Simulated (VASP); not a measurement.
Input of a VASP 6.6.1 run:

INCAR

```
SYSTEM = HgTe
ALGO = Normal
EDIFF = 1E-6
ENCUT = 520
GGA = CA
ISIF = 2
ISMEAR = -1
LASPH = .True.
LCHARG = .True.
LELF = .True.
LREAL = .False.
LVHAR = .True.
LWAVE = .False.
NBANDS = 16
NELM = 100
PREC = Accurate
SIGMA = 0.05
```

File KPOINTS:

```
k-points
0
Gamma
  7 7 7
  0 0 0
```

Contents of POSCAR:

```
HgTe
1.0
    0.0000000000      3.2357886999      3.2357886999
    3.2357886999      0.0000000000      3.2357886999
    3.2357886999      3.2357886999      0.0000000000
Hg Te
1 1
Direct
    0.0000000000      0.0000000000      0.0000000000
    0.7500000000      0.7500000000      0.7500000000
```

Potentials or basis: VASP PAW LDA potentials, release 64 (Hg, Te).

Command:

```console
$ cat potpaw_LDA.64/Hg/POTCAR potpaw_LDA.64/Te/POTCAR > POTCAR
$ mpirun -np 1 vasp_std > vasp.out
```

Problem. Estimate the pressure.

Solution. -0.5 GPa.

Problem. Estimate the band gap on the k mesh.

Solution. Zero (filled and empty bands touch).

Caveat: spin-orbit coupling is left out, which moves the levels of the heavy elements.
